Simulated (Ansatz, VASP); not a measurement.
## NaH: VASP beside Ansatz

Contents of INCAR:

```
ALGO = Normal
EDIFF = 1E-7
ENCUT = 520
GGA = PE
ISIF = 2
ISMEAR = -1
LASPH = True
LCHARG = False
LREAL = False
LWAVE = False
NBANDS = 16
NELM = 100
PREC = Accurate
SIGMA = 0.02
```

Contents of KPOINTS:

```
k-points
0
Gamma
  12 12 6
```

The input POSCAR:

```
NaH
1.0
    3.8192653035      0.0000000000      0.0000000000
   -1.9096326517      3.3075807766      0.0000000000
    0.0000000000      0.0000000000      4.9201960724
Na H
2 2
Direct
    0.3333333333      0.6666666667     -0.0625000000
    0.6666666667      0.3333333333      0.4375000000
    0.3333333333      0.6666666667      0.4375000000
    0.6666666667      0.3333333333      0.9375000000
```

Input for Ansatz:

```yaml
crystal:
  lattice:
    - [3.8192653035, 0.0, 0.0]
    - [-1.9096326517, 3.3075807766, 0.0]
    - [0.0, 0.0, 4.9201960724]
  atoms:
    - { symbol: Na, position: [0.3333333333, 0.6666666667, -0.0625] }
    - { symbol: Na, position: [0.6666666667, 0.3333333333, 0.4375] }
    - { symbol: H, position: [0.3333333333, 0.6666666667, 0.4375] }
    - { symbol: H, position: [0.6666666667, 0.3333333333, 0.9375] }
kpoints:
  mp_grid: { grid: [12, 12, 6] }
  band_path:
    path:
      - [0.0, 0.0, 0.0]
      - [0.5, 0.0, 0.0]
      - [0.3333333333, 0.3333333333, 0.0]
      - [0.0, 0.0, 0.5]
      - [0.5, 0.0, 0.5]
      - [0.3333333333, 0.3333333333, 0.5]
      - [0.1, 0.1, 0.0]
      - [0.3, 0.3, 0.0]
    npoints: 1
hamiltonian:
  xc: pbe
scf:
  occupations: { method: fermi_dirac, width: 0.02 }
  n_extra_bands: 5
output:
  forces: true
  stress: true
  eigenvalues: true
```

Change from the starting cell: epitaxial_xy strain -3.4%.

Alike in both runs: task single point; functional PBE; k mesh 12 × 12 × 6; occupations fermi-dirac, width 0.02 eV; no spin polarisation.

|  | VASP | Ansatz |
| --- | --- | --- |
| version | VASP 6.6.1 | Ansatz 0.2.0 |
| potentials or method | VASP PAW PBE potentials, release 64 (Na_pv, H) | plane waves, PAW |
| plane-wave cutoff (eV) | 520 | 420 |
| valence electrons in the cell | 16 | 20 |

Ansatz gave:

* gap on the k mesh at the Fermi level (eV): 3.55
* pressure (GPa): 1.5
* traceless stress, the component that is largest in VASP (GPa): -0.94

Task: What did VASP give for the same quantities?

Result: gap on the k mesh at the Fermi level (eV): 3.55; pressure (GPa): 1.5; traceless stress, the component that is largest in VASP (GPa): -0.96.

With one functional, cell and mesh, what is left measures potentials, basis and numerics. VASP's potentials hold 16 valence electrons a cell and Ansatz's 20, so a difference there can come from the potentials and not from the codes.
